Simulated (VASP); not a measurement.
# Sn (Im-3m) in VASP: further runs, part 2 of 2

VASP 6.6.1.

## (5) Single point, PBEsol+D4

This run uses another cell than the first one, of 28.29 Å³/atom, 1.095 times its volume.

INCAR reads:

```
ALGO = Normal
EDIFF = 1E-7
ENCUT = 520
GGA = PS
ISIF = 2
ISMEAR = -1
IVDW = 13
LASPH = T
LCHARG = F
LREAL = F
LWAVE = F
NBANDS = 13
NELM = 60
PREC = Accurate
SIGMA = 0.15
```

KPOINTS reads:

```
k-points
0
Gamma
  11 11 11
```

POSCAR reads:

```
Sn
1.0
   -1.9195844908      1.9195844908      1.9195844908
    1.9195844908     -1.9195844908      1.9195844908
    1.9195844908      1.9195844908     -1.9195844908
Sn
1
Direct
    0.0000000000      0.0000000000      0.0000000000
```

Potentials or basis: VASP PAW PBE potentials, release 64 (Sn_d).

Launch:

```console
$ cat potpaw_PBE.64/Sn_d/POTCAR > POTCAR
$ mpirun -np 1 vasp_std > vasp.out
```

OUTCAR:

```text
EDIFF = 1E-7
   ENCUT = 520
   GGA = PS
   ISIF = 2
   ISMEAR = -1
   IVDW = 13
   LASPH = T
   LREAL = F
   NELM = 60
   PREC = Accurate

 ion  position               nearest neighbor table
   1  0.000  0.000  0.000-

  LATTYP: Found a body centered cubic cell.
 ALAT       =     3.8391689816

  Lattice vectors:

 A1 = (  -1.9195844908,   1.9195844908,   1.9195844908)
 A2 = (   1.9195844908,  -1.9195844908,   1.9195844908)
 A3 = (   1.9195844908,   1.9195844908,  -1.9195844908)

Analysis of symmetry for initial positions (statically):
=====================================================================
 Subroutine PRICEL returns:
 Original cell was already a primitive cell.

 Routine SETGRP: Setting up the symmetry group for a
 body centered cubic supercell.

 Subroutine GETGRP returns: Found 48 space group operations
 (whereof 48 operations were pure point group operations)
 out of a pool of 48 trial point group operations.

The static configuration has the point symmetry O_h .

Analysis of symmetry for dynamics (positions and initial velocities):
=====================================================================
 Subroutine PRICEL returns:
 Original cell was already a primitive cell.

 Routine SETGRP: Setting up the symmetry group for a
 body centered cubic supercell.

 Subroutine GETGRP returns: Found 48 space group operations
 (whereof 48 operations were pure point group operations)
 out of a pool of 48 trial point group operations.

The dynamic configuration has the point symmetry O_h .

 Subroutine INISYM returns: Found 48 space group operations
 (whereof 48 operations are pure point group operations),
 and found     1 'primitive' translations

----------------------------------------------------------------------------------------

                                     Primitive cell

  volume of cell :      28.2932

  direct lattice vectors                    reciprocal lattice vectors
    -1.919584491  1.919584491  1.919584491     0.000000000  0.260473036  0.260473036
     1.919584491 -1.919584491  1.919584491     0.260473036  0.000000000  0.260473036
     1.919584491  1.919584491 -1.919584491     0.260473036  0.260473036  0.000000000

  length of vectors
     3.324817867  3.324817867  3.324817867     0.368364500  0.368364500  0.368364500

  position of ions in fractional coordinates (direct lattice)
     0.000000000  0.000000000  0.000000000

  ion indices of the primitive-cell ions
   primitive index   ion index
                 1           1

----------------------------------------------------------------------------------------

 KPOINTS: k-points

Automatic generation of k-mesh.
 Grid dimensions read from file:
 generate k-points for:   11   11   11

 Generating k-lattice:

  Cartesian coordinates                     Fractional coordinates (reciprocal lattice)
     0.000000000  0.023679367  0.023679367     0.090909091  0.000000000  0.000000000
     0.023679367  0.000000000  0.023679367     0.000000000  0.090909091  0.000000000
     0.023679367  0.023679367  0.000000000     0.000000000  0.000000000  0.090909091

  Length of vectors
     0.033487682  0.033487682  0.033487682

  Shift w.r.t. Gamma in fractional coordinates (k-lattice)
     0.000000000  0.000000000  0.000000000

 Subroutine IBZKPT returns following result:
 ===========================================

 Found     56 irreducible k-points:

 Following reciprocal coordinates:
            Coordinates               Weight
  0.000000  0.000000  0.000000      1.000000
  0.090909  0.000000  0.000000     12.000000
  0.181818  0.000000  0.000000     12.000000
  0.272727  0.000000  0.000000     12.000000
  0.363636  0.000000  0.000000     12.000000
  0.454545  0.000000  0.000000     12.000000
[... 16 lines left out ...]
  0.272727  0.181818  0.090909     48.000000
  0.363636  0.181818  0.090909     24.000000
 [... further k-points ...]
   k-points           NKPTS =     56   k-points in BZ     NKDIM =     56   number of bands    NBANDS=     13
   number of dos      NEDOS =    301   number of ions     NIONS =      1
   total plane-waves  NPLWV =  21952
   dimension x,y,z NGX =    28 NGY =   28 NGZ =   28
   dimension x,y,z NGXF=    56 NGYF=   56 NGZF=   56
   ions per type =               1
   NGX,Y,Z   is equivalent  to a cutoff of  14.00, 14.00, 14.00 a.u.
   NGXF,Y,Z  is equivalent  to a cutoff of  28.00, 28.00, 28.00 a.u.
 SYSTEM =  unknown system
   PREC   = accura    normal or accurate (medium, high low for compatibility)
   ISTART =      0    job   : 0-new  1-cont  2-samecut
   ICHARG =      2    charge: 1-file 2-atom 10-const
   ISPIN  =      1    spin polarized calculation?
   LNONCOLLINEAR =      F non collinear calculations
   LSORBIT =      F    spin-orbit coupling
   LASPH  =      T    aspherical Exc in radial PAW
   ENCUT  =  520.0 eV  38.22 Ry    6.18 a.u.   6.18  6.18  6.18*2*pi/ulx,y,z
   NELM   =     60;   NELMIN=  2; NELMDL= -5     # of ELM steps
   EDIFF  = 0.1E-06   stopping-criterion for ELM
   LREAL  =      F    real-space projection
   EDIFFG = 0.1E-05   stopping-criterion for IOM
   NSW    =      0    number of steps for IOM
   IBRION =     -1    ionic relax: 0-MD 1-quasi-New 2-CG
   NFREE  =      0    steps in history (QN), initial steepest desc. (CG)
   ISIF   =      2    stress and relaxation
   ISYM   =      2    0-nonsym 1-usesym 2-fastsym
   POTIM  = 0.5000    time-step for ionic-motion
   TEBEG  =    0.0;   TEEND  =   0.0 temperature during run
   PSTRESS=    0.0 pullay stress
   NELECT =      14.0000    total number of electrons
   NUPDOWN=      -1.0000    fix difference up-down
   EMIN   =  10.00;   EMAX   =-10.00  energy-range for DOS
   EFERMI =   0.00;   METHOD = LEGACY
   ISMEAR =    -1;   SIGMA  =   0.15  broadening in eV -4-tet -1-fermi 0-gaus
   EFERMI_NEDOS =   21; number of points for ismear=-14 and -15
   IALGO  =     38    algorithm
   IMIX   =      4    mixing-type and parameters
     AMIX     =   0.40;   BMIX     =  1.00
     AMIX_MAG =   1.60;   BMIX_MAG =  1.00
  volume/ion in A,a.u.               =      28.29       190.93
  Fermi-wavevector in a.u.,A,eV,Ry     =   1.294862  2.446935 22.812461  1.676669
  Thomas-Fermi vector in A             =   2.426418
   LORBIT       =      0    0 simple, 1 ext, 2 COOP (PROOUT), +10 PAW based schemes
   GGA     = PS    functional components
   LHFCALC =     F    Hartree Fock is set to
   AEXX    =    0.0000 exact exchange contribution
   IVDW    =    13    specifies the selected vdW correction
   LEPSILON=     F    determine dielectric tensor
   LRPA    =     F    only Hartree local field effects (RPA)
 non-spin polarized calculation
  energy-cutoff  :      520.00
  volume of cell :       28.29
 maximum number of plane-waves:       773
 NGX is ok and might be reduce to    28
   NGX = 13   NGY = 13   NGZ = 13

 number of electron      14.0000001 magnetization

 Free energy of the ion-electron system (eV)
  ---------------------------------------------------
  ext. energy  EPLUGINS =         0.00000000
  ---------------------------------------------------
  free energy    TOTEN  =        -4.22227098 eV

  energy without entropy =       -4.17666444  energy(sigma->0) =       -4.19946771

 E-fermi :   7.4552     XC(G=0): -10.3181

 val. band max:        7.4268786080   @ k =  -0.2727   0.3636   0.1818
 cond. band min:       7.5005293707   @ k =  -0.4545   0.4545   0.3636
 fundamental gap:      0.0736507627
 Fermi energy:         7.4551646194

 k-point     1 :       0.0000    0.0000    0.0000
  band No.  band energies     occupation
      1     -13.9694      2.00000
      2     -13.9694      2.00000
      3     -13.9694      2.00000
      4     -13.8456      2.00000
      5     -13.8456      2.00000
      6      -3.3590      2.00000
      7      15.0403      0.00000
      8      15.0403      0.00000
      9      15.0403      0.00000
     10      19.4870      0.00000
     11      19.4870      0.00000
     12      19.4870      0.00000
     13      19.9161      0.00000
[... 353 lines left out ...]
 k-point    24 :       0.3636    0.1818    0.0909
  band No.  band energies     occupation
      1     -13.9798      2.00000
      2     -13.9220      2.00000
      3     -13.8544      2.00000
      4     -13.8512      2.00000
      5     -13.8214      2.00000
      6       1.6439      2.00000
      7       4.1465      2.00000
      8       7.3542      1.32425
      9       9.5744      0.00000
     10      19.2880      0.00000
     11      21.0332      0.00000
     12      22.4502      0.00000
     13      23.0222      0.00000

 [... further k-points ...]

------------------------ aborting loop because EDIFF is reached ----------------------------------------

  DFT-D4 for vdW energy calculation

  Edisp (eV):   -0.23618

  FORCE on cell =-STRESS in cart. coord.  units (eV):
  Direction    XX          YY          ZZ          XY          YZ          ZX
  --------------------------------------------------------------------------------------
  -------------------------------------------------------------------------------------
  Total      -0.84629    -0.84629    -0.84629    -0.00000    -0.00000     0.00000
  in kB     -47.92367   -47.92367   -47.92367    -0.00000    -0.00000     0.00000
  external pressure =      -47.92 kB  Pullay stress =        0.00 kB

 VOLUME and BASIS-vectors are now :
 -----------------------------------------------------------------------------
  energy-cutoff  :      520.00
  volume of cell :       28.29
      direct lattice vectors                 reciprocal lattice vectors
    -1.919584491  1.919584491  1.919584491     0.000000000  0.260473036  0.260473036
     1.919584491 -1.919584491  1.919584491     0.260473036  0.000000000  0.260473036
     1.919584491  1.919584491 -1.919584491     0.260473036  0.260473036  0.000000000

 POSITION                                       TOTAL-FORCE (eV/Angst)
 -----------------------------------------------------------------------------------
      0.00000      0.00000      0.00000         0.000000      0.000000      0.000000
 -----------------------------------------------------------------------------------
    total drift:                               -0.000000     -0.000000     -0.000000

  FREE ENERGIE OF THE ION-ELECTRON SYSTEM (eV)
  ---------------------------------------------------
  free  energy   TOTEN  =        -4.4584544717 eV

  energy  without entropy=       -4.4128479370  energy(sigma->0) =       -4.43565120
```

Run time: 10 s. Hardware: 1 thread of Intel Xeon 6975P-C (Granite Rapids), shared host; peak memory 0.16 GiB.

What came out:

* Free energy: -4.4585 eV
* Pressure: -4.8 GPa
* Band gap on the k mesh: zero (band 7 reaches 15.04 eV, above the bottom of band 8 at 5.19 eV)
* Dispersion energy per atom: -0.236 eV

Levels at points of the mesh, in eV from the Fermi level:
| k point | band 5 | band 6 | band 7 | band 8 | band 9 | band 10 |
| --- | --- | --- | --- | --- | --- | --- |
| (0.00, 0.00, 0.00) | -21.30 | -10.81 | 7.59 | 7.59 | 7.59 | 12.03 |

Caveat: the PAW data sets were made with another functional, which shifts forces and pressure a little; spin-orbit coupling is left out, which moves the levels of the heavy elements; pairwise dispersion overbinds metals, which lowers pressure and volume.

## (6) Single point, PBEsol+D4

This run uses another cell than the first one, of 29.11 Å³/atom, 1.126 times its volume.

INCAR reads:

```
  ALGO = Normal
  EDIFF = 1E-6
  ENCUT = 520
  GGA = PS
  ISIF = 2
  ISMEAR = -1
  IVDW = 13
  LASPH = T
  LCHARG = F
  LREAL = F
  LWAVE = F
  NBANDS = 13
  NELM = 80
  PREC = Accurate
  SIGMA = 0.15
```

KPOINTS is that of step 5.

POSCAR reads:

```
Sn
1.0
   -1.9378673482      1.9378673482      1.9378673482
    1.9378673482     -1.9378673482      1.9378673482
    1.9378673482      1.9378673482     -1.9378673482
Sn
1
Direct
    0.0000000000      0.0000000000      0.0000000000
```

Potentials or basis: VASP PAW PBE potentials, release 64 (Sn_d).

Launch:

```console
$ cat potpaw_PBE.64/Sn_d/POTCAR > POTCAR
$ mpirun -np 1 vasp_std > vasp.out
```

Wall time 10 s (1 thread of Intel Xeon 6975P-C (Granite Rapids), shared host); peak memory 0.16 GiB.

The run converged. Its results:

```yaml
Free_energy: -4.4320 eV
Pressure: -5.7 GPa
Band_gap_on_the_k_mesh: zero (band 7 reaches 14.47 eV, above the bottom of band 8 at 4.95 eV)
Dispersion_energy_per_atom: -0.230 eV
```

Levels at points of the mesh, in eV from the Fermi level:
```csv
k point,band 3,band 4,band 5,band 6,band 7,band 8,band 9,band 10,band 11,band 12
"(0.00, 0.00, 0.00)",-21.42,-21.30,-21.30,-10.62,7.33,7.33,7.33,11.96,11.96,11.96
```

Caveat: the PAW data sets were made with another functional, which shifts forces and pressure a little; spin-orbit coupling is left out, which moves the levels of the heavy elements; pairwise dispersion overbinds metals, which lowers pressure and volume.

## (7) Summary

```tsv
cell	gap on the mesh (eV)	pressure (GPa)
a = 3.226 Å, angles 109.5°, 1 atom	none	-0.6
a = 3.260 Å, angles 109.5°, 1 atom	none	-2.3
a = 3.293 Å, angles 109.5°, 1 atom	none	-3.6
a = 3.325 Å, angles 109.5°, 1 atom	none	-4.8
a = 3.356 Å, angles 109.5°, 1 atom	none	-5.7
```

Alike in all rows: task single point; level PBEsol+D4; potentials or basis VASP PAW PBE potentials, release 64 (Sn_d); no spin polarisation; k mesh 11 × 11 × 11; cutoff (eV) 520; smearing fermi-dirac 0.15 eV.

Caveats: the PAW data sets were made with another functional, which shifts forces and pressure a little; spin-orbit coupling is left out, which moves the levels of the heavy elements; pairwise dispersion overbinds metals, which lowers pressure and volume.

Absolute energies hang on the potentials; compare differences alone.
